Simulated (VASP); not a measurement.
A run of VASP 6.6.1 is set up as follows.

File INCAR:

```
ALGO = Normal
EDIFF = 1E-6
ENCUT = 520
GGA = CA
ISIF = 2
ISMEAR = 0
LASPH = True
LCHARG = False
LREAL = False
LWAVE = False
NBANDS = 7
NELM = 100
PREC = Accurate
SIGMA = 0.15
```

File KPOINTS:

```
k-points
0
Gamma
  18 18 16
```

Contents of POSCAR:

```
Mg
1.0
    2.9587908065      0.0000000000      0.0000000000
   -1.4793954033      2.5623880029      0.0000000000
    0.0000000000      0.0000000000      2.9991650064
Mg
1
Direct
    0.0000000000      0.0000000000      0.0000000000
```

Potentials or basis: VASP PAW LDA potentials, release 64 (Mg).

Run with:

```console
$ cat potpaw_LDA.64/Mg/POTCAR > POTCAR
$ mpirun -np 1 vasp_std > vasp.out
```

Task: Predict the pressure.

Result: 1.9 GPa.

Task: What does it give for the band gap on the k mesh?

Result: Zero (bands 1 and 2 overlap by 5.65 eV).

Stress tensor (GPa, compression positive):
```
2.66 0.00 0.00
0.00 2.66 0.00
0.00 0.00 0.31
```

Caveat: the cell differs from its parent crystal (strain -0.030 along x and y, -0.015 along z).
